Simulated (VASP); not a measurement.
# KBr (F-43m) in VASP: a series of runs, part 2 of 2

VASP 6.6.1. The steps go on from the part before.

### Step 4. Single point, HSE06 (strain +0.4%)

POSCAR reads:

```
KBr
1.0
    0.0000000000      3.7019459889      3.7019459889
    3.7019459889      0.0000000000      3.7019459889
    3.7019459889      3.7019459889      0.0000000000
K Br
1 1
Direct
    0.0000000000      0.0000000000      0.0000000000
    0.2500000000      0.2500000000      0.2500000000
```

INCAR.step1 reads:

```
PREC = Accurate
ENCUT = 520
EDIFF = 1E-5
ISMEAR = 0
SIGMA = 0.01
LREAL = F
LASPH = T
NELM = 100
ALGO = Normal
ISIF = 2
LWAVE = T
LCHARG = F
GGA = PE
NBANDS = 15
```

INCAR.step2 reads:

```
PREC = Accurate
ENCUT = 520
EDIFF = 1E-7
ISMEAR = 0
SIGMA = 0.01
LREAL = F
LASPH = T
NELM = 100
ALGO = Normal
ISIF = 2
LWAVE = F
LCHARG = F
GGA = PE
LHFCALC = T
HFSCREEN = 0.2079
PRECFOCK = Normal
ISTART = 1
NBANDS = 15
```

KPOINTS reads:

```
regular mesh
0
Gamma
  4 4 4
```

Potentials or basis: VASP PAW PBE potentials, release 64 (K_sv, Br).

Started as:

```bash
cat potpaw_PBE.64/K_sv/POTCAR potpaw_PBE.64/Br/POTCAR > POTCAR
cp INCAR.step1 INCAR
mpirun -np 1 vasp_std > vasp.out
cp INCAR.step2 INCAR
mpirun -np 1 vasp_std > vasp.out
```

OUTCAR:

```text
PREC = Accurate
   ENCUT = 520
   EDIFF = 1E-7
   ISMEAR = 0
   LREAL = F
   LASPH = T
   NELM = 100
   ISIF = 2
   GGA = PE
   LHFCALC = T
   HFSCREEN = 0.2079
   PRECFOCK = Normal
   ISTART = 1

 ion  position               nearest neighbor table
   1  0.000  0.000  0.000-   2 3.21   2 3.21   2 3.21   2 3.21
   2  0.250  0.250  0.250-   1 3.21   1 3.21   1 3.21   1 3.21

  LATTYP: Found a face centered cubic cell.
 ALAT       =     7.4038919778

  Lattice vectors:

 A1 = (   0.0000000000,   3.7019459889,   3.7019459889)
 A2 = (   3.7019459889,   0.0000000000,   3.7019459889)
 A3 = (   3.7019459889,   3.7019459889,   0.0000000000)

Analysis of symmetry for initial positions (statically):
=====================================================================
 Subroutine PRICEL returns:
 Original cell was already a primitive cell.

 Routine SETGRP: Setting up the symmetry group for a
 face centered cubic supercell.

 Subroutine GETGRP returns: Found 24 space group operations
 (whereof 24 operations were pure point group operations)
 out of a pool of 48 trial point group operations.

The static configuration has the point symmetry T_d .

Analysis of symmetry for dynamics (positions and initial velocities):
=====================================================================
 Subroutine PRICEL returns:
 Original cell was already a primitive cell.

 Routine SETGRP: Setting up the symmetry group for a
 face centered cubic supercell.

 Subroutine GETGRP returns: Found 24 space group operations
 (whereof 24 operations were pure point group operations)
 out of a pool of 48 trial point group operations.

The dynamic configuration has the point symmetry T_d .

 Subroutine INISYM returns: Found 24 space group operations
 (whereof 24 operations are pure point group operations),
 and found     1 'primitive' translations

----------------------------------------------------------------------------------------

                                     Primitive cell

  volume of cell :     101.4659

  direct lattice vectors                    reciprocal lattice vectors
     0.000000000  3.701945989  3.701945989    -0.135064099  0.135064099  0.135064099
     3.701945989  0.000000000  3.701945989     0.135064099 -0.135064099  0.135064099
     3.701945989  3.701945989  0.000000000     0.135064099  0.135064099 -0.135064099

  length of vectors
     5.235342225  5.235342225  5.235342225     0.233937882  0.233937882  0.233937882

  position of ions in fractional coordinates (direct lattice)
     0.000000000  0.000000000  0.000000000
     0.250000000  0.250000000  0.250000000

  ion indices of the primitive-cell ions
   primitive index   ion index
                 1           1
                 2           2

----------------------------------------------------------------------------------------

 KPOINTS: regular mesh

[... 34 lines left out ...]
   total plane-waves  NPLWV =  64000
   dimension x,y,z NGX =    40 NGY =   40 NGZ =   40
   dimension x,y,z NGXF=    80 NGYF=   80 NGZF=   80
   ions per type =               1   1
   NGX,Y,Z   is equivalent  to a cutoff of  12.70, 12.70, 12.70 a.u.
   NGXF,Y,Z  is equivalent  to a cutoff of  25.40, 25.40, 25.40 a.u.
 SYSTEM =  unknown system
   PREC   = accura    normal or accurate (medium, high low for compatibility)
   ISTART =      1    job   : 0-new  1-cont  2-samecut
   ICHARG =      0    charge: 1-file 2-atom 10-const
   ISPIN  =      1    spin polarized calculation?
   LNONCOLLINEAR =      F non collinear calculations
   LSORBIT =      F    spin-orbit coupling
   LASPH  =      T    aspherical Exc in radial PAW
   ENCUT  =  520.0 eV  38.22 Ry    6.18 a.u.   9.73  9.73  9.73*2*pi/ulx,y,z
   NELM   =    100;   NELMIN=  2; NELMDL=  0     # of ELM steps
   EDIFF  = 0.1E-06   stopping-criterion for ELM
   LREAL  =      F    real-space projection
   EDIFFG = 0.1E-05   stopping-criterion for IOM
   NSW    =      0    number of steps for IOM
   IBRION =     -1    ionic relax: 0-MD 1-quasi-New 2-CG
   NFREE  =      0    steps in history (QN), initial steepest desc. (CG)
   ISIF   =      2    stress and relaxation
   ISYM   =      3    0-nonsym 1-usesym 2-fastsym
   POTIM  = 0.5000    time-step for ionic-motion
   TEBEG  =    0.0;   TEEND  =   0.0 temperature during run
   PSTRESS=    0.0 pullay stress
   NELECT =      16.0000    total number of electrons
   NUPDOWN=      -1.0000    fix difference up-down
   EMIN   =  10.00;   EMAX   =-10.00  energy-range for DOS
   EFERMI =   0.00;   METHOD = LEGACY
   ISMEAR =     0;   SIGMA  =   0.01  broadening in eV -4-tet -1-fermi 0-gaus
   EFERMI_NEDOS =   21; number of points for ismear=-14 and -15
   IALGO  =     38    algorithm
   IMIX   =      1    mixing-type and parameters
     AMIX     =   0.40;   BMIX     =  1.00
     AMIX_MAG =   1.60;   BMIX_MAG =  1.00
  volume/ion in A,a.u.               =      50.73       342.36
  Fermi-wavevector in a.u.,A,eV,Ry     =   0.884453  1.671374 10.643254  0.782257
  Thomas-Fermi vector in A             =   2.005355
   LORBIT       =      0    0 simple, 1 ext, 2 COOP (PROOUT), +10 PAW based schemes
   GGA     = PE    functional components
   LHFCALC =     T    Hartree Fock is set to
   PRECFOCK=normal    Normal, Fast or Accurate (Low or Medium for compatibility)
   ENCUT4O =  -1.0   cutoff for four orbital integrals eV
   NKREDX  =     1    reduce k-point grid by
   NKREDY  =     1    reduce k-point grid by
   NKREDZ  =     1    reduce k-point grid by
   AEXX    =    0.2500 exact exchange contribution
   HFSCREEN=    0.2079 screening length (either q_TF or 0.3 A-1)
   HFSCREENC=   0.2079 screening length for correlation (either q_TF or 0.3 A-1)
   ENCUTFOCK=  -1.0 apply spherical cutoff to Coloumb kernel
   IVDW    =     0    specifies the selected vdW correction
   LEPSILON=     F    determine dielectric tensor
   LRPA    =     F    only Hartree local field effects (RPA)
 non-spin polarized calculation
 Gauss-broadening in eV      SIGMA  =   0.01
  energy-cutoff  :      520.00
  volume of cell :      101.47
 maximum number of plane-waves:      2764
 NGX is ok and might be reduce to    40
  NGX = 30; NGY = 30; NGZ = 30

 number of electron      15.9999998 magnetization

 Free energy of the ion-electron system (eV)
  ---------------------------------------------------
  ext. energy  EPLUGINS =         0.00000000
  ---------------------------------------------------
  free energy    TOTEN  =        -6.97286805 eV

  energy without entropy =       -6.97286805  energy(sigma->0) =       -6.97286805

 E-fermi :  -3.9382     XC(G=0):  -4.9936

 val. band max:       -4.0203271838   @ k =  -0.2500   0.2500   0.0000
 cond. band min:       1.3498026134   @ k =   0.0000   0.0000   0.0000
 fundamental gap:      5.3701297972
 Fermi energy:        -3.9382103523

 k-point     1 :       0.0000    0.0000    0.0000
  band No.  band energies     occupation
      1     -34.0168      2.00000
      2     -16.8919      2.00000
      3     -16.1583      2.00000
      4     -16.1583      2.00000
      5     -16.1583      2.00000
      6      -4.0316      2.00000
      7      -4.0316      2.00000
      8      -4.0316      2.00000
      9       1.3498      0.00000
     10       6.0310      0.00000
     11       6.0310      0.00000
     12       6.9074      0.00000
     13       6.9074      0.00000
     14       6.9074      0.00000
[... 113 lines left out ...]
      2     -17.1204      2.00000
      3     -16.1802      2.00000
      4     -16.1748      2.00000
      5     -15.8721      2.00000
      6      -4.2845      2.00000
      7      -4.2246      2.00000
      8      -4.0508      2.00000
      9       3.4387      0.00000
     10       4.3635      0.00000
     11       5.9490      0.00000
     12       6.0702      0.00000
     13       6.7324      0.00000
     14       7.1528      0.00000
     15       7.9192      0.00000

------------------------ aborting loop because EDIFF is reached ----------------------------------------

  FORCE on cell =-STRESS in cart. coord.  units (eV):
  Direction    XX          YY          ZZ          XY          YZ          ZX
  --------------------------------------------------------------------------------------
  -------------------------------------------------------------------------------------
  Total        0.0313572      0.0313572      0.0313572      0.0000000      0.0000000      0.0000000
  in kB        0.4951388      0.4951388      0.4951388      0.0000000      0.0000000      0.0000000
  external PRESSURE =       0.4951388 kB  Pullay stress =       0.0000000 kB

 VOLUME and BASIS-vectors are now :
 -----------------------------------------------------------------------------
  energy-cutoff  :      520.00
  volume of cell :      101.47
      direct lattice vectors                 reciprocal lattice vectors
     0.000000000  3.701945989  3.701945989    -0.135064099  0.135064099  0.135064099
     3.701945989  0.000000000  3.701945989     0.135064099 -0.135064099  0.135064099
     3.701945989  3.701945989  0.000000000     0.135064099  0.135064099 -0.135064099

 POSITION                                       TOTAL-FORCE (eV/Angst)
 -----------------------------------------------------------------------------------
      0.00000      0.00000      0.00000        -0.000000     -0.000000     -0.000000
      1.85097      1.85097      1.85097         0.000000      0.000000      0.000000
 -----------------------------------------------------------------------------------
    total drift:                                0.000001     -0.000000     -0.000004

  FREE ENERGIE OF THE ION-ELECTRON SYSTEM (eV)
  ---------------------------------------------------
  free  energy   TOTEN  =        -6.9728680486 eV

  energy  without entropy=       -6.9728680486  energy(sigma->0) =       -6.97286805
```

OUTCAR.step1:

```text
PREC = Accurate
   ENCUT = 520
   EDIFF = 1E-5
   ISMEAR = 0
   LREAL = F
   LASPH = T
[... 346 lines left out ...]
 -----------------------------------------------------------------------------------
      0.00000      0.00000      0.00000         0.000000      0.000000     -0.000000
      1.85097      1.85097      1.85097        -0.000000     -0.000000      0.000000
 -----------------------------------------------------------------------------------
    total drift:                               -0.000000     -0.000000     -0.000000

  FREE ENERGIE OF THE ION-ELECTRON SYSTEM (eV)
  ---------------------------------------------------
  free  energy   TOTEN  =        -6.0364228890 eV

  energy  without entropy=       -6.0364228890  energy(sigma->0) =       -6.03642289
```

It took 5.3 min on 1 thread of Intel Xeon 6975P-C (Granite Rapids), shared host; peak memory 0.35 GiB.

What came out:

- Free energy: -6.9729 eV
- Pressure: 0.0 GPa
- Band gap on the k mesh: 5.37 eV, indirect (least direct gap 5.38 eV)

Caveat: the cell differs from its parent crystal (strain +0.4%); the PAW data sets were made with another functional, which shifts forces and pressure a little. A k mesh can miss the band edges.

### Step 5. The runs side by side

| level | k mesh | smearing | grid for exact exchange (PRECFOCK) | screening parameter | gap on the mesh (eV) | pressure (GPa) |
| --- | --- | --- | --- | --- | --- | --- |
| PBE | 6 × 6 × 6 | fermi-dirac 0.02 eV | - | - | 4.26 | 0.2 |
| r2SCAN | 6 × 6 × 6 | gaussian 0.01 eV | - | - | 4.83 | -0.1 |
| HSE06 | 4 × 4 × 4 | gaussian 0.01 eV | Normal | 0.2079 1/Å | 5.37 | 0.0 |

Alike in all rows: task single point; potentials or basis VASP PAW PBE potentials, release 64 (K_sv, Br); no spin polarisation; cell as given; cutoff (eV) 520.

Caveats: the PAW data sets were made with another functional, which shifts forces and pressure a little (some runs).

Absolute energies hang on the potentials; compare differences alone.
